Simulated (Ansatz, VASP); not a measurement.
One calculation of P, two programs

```xyz
1
Lattice="0.0000 1.5877 1.5877 1.5877 0.0000 1.5877 1.5877 1.5877 0.0000" Properties=species:S:1:pos:R:3 pbc="T T T"
P     0.0000    0.0000    0.0000
```

Change from the starting cell: volume scaled by 0.55, LAPW.

Alike in both runs: task single point; functional PBE; k mesh 18 × 18 × 18; occupations fermi-dirac, width 0.1 eV; no spin polarisation.

```csv
,VASP,Ansatz
version,VASP 6.6.1,Ansatz 0.2.0
potentials or method,"VASP PAW PBE potentials, release 64 (P), cutoff 520 eV","all-electron LAPW, scalar-relativistic"
```

|  | VASP | Ansatz | Ansatz less VASP |
| --- | --- | --- | --- |
| pressure (GPa) | 173.6 | 176.5 | +2.97 |

Both programs put the cell under a high pressure, so it lies far from rest at this level. Ansatz ran all-electron here, and VASP with PAW potentials.

Noted on VASP's run: the cell as given lies far from equilibrium.
